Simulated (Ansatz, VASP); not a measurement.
## KF in VASP and in Ansatz

The input INCAR:

```
PREC = Accurate
ENCUT = 520
EDIFF = 1E-7
ISMEAR = 0
SIGMA = 0.05
LREAL = F
LASPH = T
NELM = 80
ALGO = Normal
ISIF = 2
LWAVE = F
LCHARG = F
GGA = PE
NBANDS = 15
```

File KPOINTS:

```
Automatic mesh
0
Gamma
  4 4 4
```

File POSCAR:

```
KF
1.0
    0.0000000000      2.6734993184      2.6734993184
    2.6734993184      0.0000000000      2.6734993184
    2.6734993184      2.6734993184      0.0000000000
K F
1 1
Direct
    0.0000000000      0.0000000000      0.0000000000
    0.5000000000      0.5000000000      0.5000000000
```

Input for Ansatz:

```yaml
crystal:
  lattice:
    - [0.0, 2.6734993184, 2.6734993184]
    - [2.6734993184, 0.0, 2.6734993184]
    - [2.6734993184, 2.6734993184, 0.0]
  atoms:
    - { symbol: K, position: [0.0, 0.0, 0.0] }
    - { symbol: F, position: [0.5, 0.5, 0.5] }
basis:
  ecutwfc: 420
  ecutrho_ratio: 4
kpoints:
  mp_grid: { grid: [4, 4, 4] }
hamiltonian:
  xc: pbe
scf:
  occupations: { method: gaussian, width: 0.05 }
output:
  forces: true
  stress: true
  eigenvalues: true
  populations: true
  write_density: true
  write_potential: true
  elf: true
  volumetric_format: npy
```

Alike in both runs: task single point; functional PBE; k mesh 4 × 4 × 4; occupations gaussian, width 0.05 eV; no spin polarisation.

```csv
,VASP,Ansatz
version,VASP 6.6.1,Ansatz 0.2.0
potentials or method,"VASP PAW PBE potentials, release 64 (K_sv, F), cutoff 520 eV","scalar-relativistic, plane waves, PAW"
valence electrons in the cell,16,16
```

|  | VASP | Ansatz | Ansatz less VASP |
| --- | --- | --- | --- |
| gap on the k mesh at the Fermi level (eV) | 6.16 | 6.17 | +0.016 |
| least direct gap on the mesh (eV) | 6.16 | 6.17 | +0.016 |
| pressure (GPa) | 1.4 | 1.3 | -0.03 |

The k mesh is coarse, so the values compare programs but aren't converged.
